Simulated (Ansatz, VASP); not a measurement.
# SiGeW3 in VASP and in Ansatz

```
Si Ge W
1.0
     4.49870    0.00000    0.00000
     0.00000    4.49870    0.00000
     0.00000    0.00000    4.49870
Si Ge W
1 1 3
Cartesian
  2.2494 2.2494 2.2494
  0.0000 0.0000 0.0000
  0.0000 2.2494 2.2494
  2.2494 0.0000 2.2494
  2.2494 2.2494 0.0000
```

Change from the starting cell: species swapped into the DyBPd3 type (Pm-3m, No. 221).

Alike in both runs: functional PBE; k mesh 4 × 4 × 4; occupations gaussian, width 0.1 eV; no spin polarisation.

Ansatz relaxed the structure, and its values are those at the end. VASP's run is a single point on that final structure, the one shown.

```csv
,VASP,Ansatz
version,VASP 6.6.1,Ansatz 0.2.0
potentials or method,"VASP PAW PBE potentials, release 64 (Si, Ge_d, W_sv), cutoff 520 eV","scalar-relativistic, plane waves, PAW"
valence electrons in the cell,60,60
```

Ansatz gave:

```
gap on the k mesh at the Fermi level (eV) : none
pressure (GPa)                            : 0.0
```

Question: Which values does VASP return?

Answer: gap on the k mesh at the Fermi level (eV): none; pressure (GPa): 0.2.

A gap of «none» marks a metal or a gap that the smearing closes.

Spin-orbit coupling is off throughout.
